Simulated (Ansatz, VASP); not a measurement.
## BeTe: VASP beside Ansatz

```
Be Te
1.0
     0.00000    2.83146    2.83146
     2.83146    0.00000    2.83146
     2.83146    2.83146    0.00000
Be Te
1 1
Direct
  0.00000 0.00000 0.00000
  0.25000 0.25000 0.25000
```

Alike in both runs: task electric field gradients; functional r2SCAN; k mesh 8 × 8 × 8; occupations fermi-dirac, width 0.02 eV; no spin polarisation.

|  | VASP | Ansatz |
| --- | --- | --- |
| version | VASP 6.6.1 | Ansatz 0.2.0 |
| potentials or method | VASP PAW PBE potentials, release 64 (Be, Te) | PAW with Ansatz's default frozen-core files, scalar-relativistic |
| plane-wave cutoff (eV) | 520 | 500 |
| valence electrons in the cell | 8 | 18 |

```tsv
	VASP	Ansatz	Ansatz less VASP
gap on the k mesh at the Fermi level (eV)	2.38	2.38	+0.007
pressure (GPa)	0.0	-0.2	-0.17
```

VASP's potentials were made for PBE, not for r2SCAN. With one functional, cell and mesh, what is left measures potentials, basis and numerics. VASP's potentials hold 8 valence electrons a cell and Ansatz's 18, so a difference there can come from the potentials and not from the codes.

Spin-orbit coupling is off throughout.
